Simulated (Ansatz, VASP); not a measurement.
# BaZrP in VASP and in Ansatz

```
Ba Zr P
1.0
     4.48398    0.00000    0.00000
    -2.24199    3.88324    0.00000
     0.00000    0.00000    4.47485
Ba Zr P
1 1 1
Direct
  0.66667 0.33333 0.00000
  0.00000 0.00000 0.50000
  0.33333 0.66667 0.50000
```

Change from the starting cell: species swapped into the TbZnSi type (P-6m2, No. 187).

Alike in both runs: task relaxation of cell and atoms; functional PBE; k mesh 6 × 6 × 4; occupations gaussian, width 0.1 eV; no spin polarisation.

```csv
,VASP,Ansatz
version,VASP 6.6.1,Ansatz 0.2.0
potentials or method,"VASP PAW PBE potentials, release 64 (Ba_sv, Zr_sv, P), cutoff 600 eV","scalar-relativistic, plane waves, PAW"
valence electrons in the cell,27,27
```

```tsv
	VASP	Ansatz	Ansatz less VASP
gap on the k mesh at the Fermi level, each at its own relaxed structure (eV)	none	none	-
relaxed volume (Å³/atom)	30.69	30.00	-0.691
relaxed length of the cell vector where the two differ most in proportion (Å)	5.305	5.178	-0.1271
```

A gap of «none» marks a metal or a gap that the smearing closes.

Spin-orbit coupling is off throughout. Noted on VASP's run: the volume moved by over 15 % at a fixed basis, so the end points are rough.
